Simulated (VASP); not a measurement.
Runs of VASP 6.6.1 on InGa3P4. The structure is that of space group P-43m (No. 215), or close to it. The cells are those of the table. 

```csv
level,cell,k mesh,smearing,gap on the mesh (eV),pressure (GPa),largest force (eV/Å)
PBE,"a = 5.731 Å, 8 atoms",6 × 6 × 6,gaussian 0.02 eV,0.68,-3.7,(b)
PBE,"a = 5.621 Å, 8 atoms",6 × 6 × 6,gaussian 0.02 eV,1.04,0.0,0.01
PBE,"a = 5.802 Å, 8 atoms",6 × 6 × 6,gaussian 0.02 eV,0.44,(a),-
PBE,"a = 5.677 Å, 8 atoms",6 × 6 × 6,gaussian 0.02 eV,0.86,-2.0,0.01
r2SCAN,"a = 5.621 Å, 8 atoms",6 × 6 × 6,gaussian 0.02 eV,(c),-2.3,0.01
PBE,"a = 5.620 Å, 8 atoms",4 × 4 × 4,gaussian 0.1 eV,1.04,0.0,0.01
```

Alike in all rows: task single point; potentials or basis VASP PAW PBE potentials, release 64 (In_d, Ga_d, P); no spin polarisation; cutoff (eV) 520.

**Question.** Estimate the missing entries.

**Answer.** (a) -5.5; (b) 0.02; (c) 1.45.

Caveats: spin-orbit coupling is left out, which moves the levels of the heavy elements; the PAW data sets were made with another functional, which shifts forces and pressure a little (some runs).

A k mesh can miss the band edges, and the runs leave out spin-orbit coupling on Ga, In.
